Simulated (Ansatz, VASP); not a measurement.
One calculation of BN, two programs

```
B N
1.0
     2.50612    0.00000    0.00000
    -1.25306    2.17037    0.00000
     0.00000    0.00000    6.59736
B N
2 2
Direct
  0.02212 0.04423 0.42724
  0.33333 0.66667 0.00000
  0.00000 0.00000 0.00000
  0.66667 0.33333 0.50000
```

Alike in both runs: task single point; functional PBE; dispersion D3(BJ); k mesh 12 × 12 × 4; occupations gaussian, width 0.05 eV; no spin polarisation.

|  | VASP | Ansatz |
| --- | --- | --- |
| version | VASP 6.6.1 | Ansatz 0.2.0 |
| potentials or method | VASP PAW PBE potentials, release 64 (B, N), cutoff 520 eV | scalar-relativistic, plane waves, PAW |
| valence electrons in the cell | 16 | 16 |

|  | VASP | Ansatz | Ansatz less VASP |
| --- | --- | --- | --- |
| gap on the k mesh at the Fermi level (eV) | 2.03 | 2.03 | -0.004 |
| least direct gap on the mesh (eV) | 2.06 | 2.06 | -0.004 |
| pressure (GPa) | -4.7 | -4.8 | -0.10 |
| traceless stress, the component that is largest in VASP (GPa) | -10.74 | -10.52 | +0.212 |
| rms of the force components (eV/Å) | 2.728 | 2.729 | +0.0010 |

Atom by atom the forces differ by 0.004 eV/Å (rms over components).
